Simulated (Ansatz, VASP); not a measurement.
## Two plane-wave programs on MgS

```
Mg S
1.0
     0.00000    2.58894    2.63127
     2.58894    0.00000    2.63127
     2.58894    2.58894    0.00000
Mg S
1 1
Cartesian
  0.0000 0.0000 0.0000
  2.5889 2.5889 2.6313
```

Alike in both runs: task single point; functional PBE; k mesh 6 × 6 × 6; no spin polarisation.

|  | VASP | Ansatz |
| --- | --- | --- |
| version | VASP 6.6.1 | Ansatz 0.2.0 |
| potentials or method | VASP PAW PBE potentials, release 64 (Mg, S), cutoff 600 eV | scalar-relativistic, plane waves, PAW |
| occupations | gaussian, width 0.01 eV | fixed |
| valence electrons in the cell | 8 | 16 |

```csv
,VASP,Ansatz,Ansatz less VASP
gap on the k mesh at the Fermi level (eV),2.70,2.71,+0.014
least direct gap on the mesh (eV),3.65,3.66,+0.011
pressure (GPa),0.8,1.1,+0.28
"traceless stress, the component that is largest in VASP (GPa)",-1.10,-1.10,-0.004
```

VASP's potentials hold 8 valence electrons a cell and Ansatz's 16, so a difference there can come from the potentials and not from the codes.
